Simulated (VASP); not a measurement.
Wanted: the native input for a VASP 6.6.1 run.

| Item | Value |
| --- | --- |
| Task | relaxation of cell and atoms |
| Functional | PBEsol |
| Potentials or basis | VASP PAW PBE potentials, release 64 (Ti_sv, B) |
| Cutoff | 600 eV |
| k mesh | 10 × 10 × 8 |
| Occupations | fermi-dirac, width 0.05 eV |
| Spin | no spin polarisation |
| Target pressure | 30 GPa |
| Dipole correction | no |
| Further INCAR settings | ALGO = Normal; EDIFF = 1e-06; IBRION = 2; EDIFFG = -0.01; NSW = 60; ISIF = 3 |

The structure of TiB2 lies in POSCAR:

```
TiB2
1.0
    3.0292000000      0.0000000000      0.0000000000
   -1.5146000000      2.6233641531      0.0000000000
    0.0000000000      0.0000000000      3.2284000000
Ti B
1 2
Direct
    0.0000000000      0.0000000000      0.0000000000
    0.6666666667      0.3333333333      0.5000000000
    0.3333333333      0.6666666667      0.5000000000
```

One way to write it, as run:

INCAR

```
SYSTEM = TiB2
ALGO = Normal ; EDIFF = 1E-6
EDIFFG = -0.01 ; ENCUT = 600
GGA = PS ; IBRION = 2
ISIF = 3 ; ISMEAR = -1
LASPH = .TRUE. ; LCHARG = .FALSE.
LREAL = .FALSE. ; LWAVE = .FALSE.
NELM = 80 ; NSW = 60
PREC = Accurate ; PSTRESS = 300.0
SIGMA = 0.05
```

KPOINTS

```
k-points
0
G
  10 10 8
  0 0 0
```

Potentials or basis: VASP PAW PBE potentials, release 64 (Ti_sv, B).

Command:

```console
$ cat potpaw_PBE.64/Ti_sv/POTCAR potpaw_PBE.64/B/POTCAR > POTCAR
$ mpirun -np 1 vasp_std > vasp.out
```

It gave:

The relaxed volume is 7.62 Å³/atom. The relaxed cell is a = 2.935 Å, b = 2.935 Å, c = 3.066 Å, α = 90.00°, β = 90.00°, γ = 120.00°, the space group after relaxing (to 0.05 Å) is P6/mmm (No. 191) and the energy change on relaxing (the enthalpy is what falls) is +63.2 meV/atom. The ionic steps are 9 and the pressure after relaxing is 30.0 GPa. The band gap on the k mesh is zero (band 9 reaches 11.83 eV, above the bottom of band 10 at 10.86 eV).

Caveat: the cell is relaxed towards a set pressure, so the enthalpy falls and the energy may rise; the PAW data sets were made with another functional, which shifts forces and pressure a little.

Wall time 84 s on 1 thread of Intel(R) Xeon(R) Platinum 8488C (Sapphire Rapids), on a shared host, peak memory 0.16 GiB.
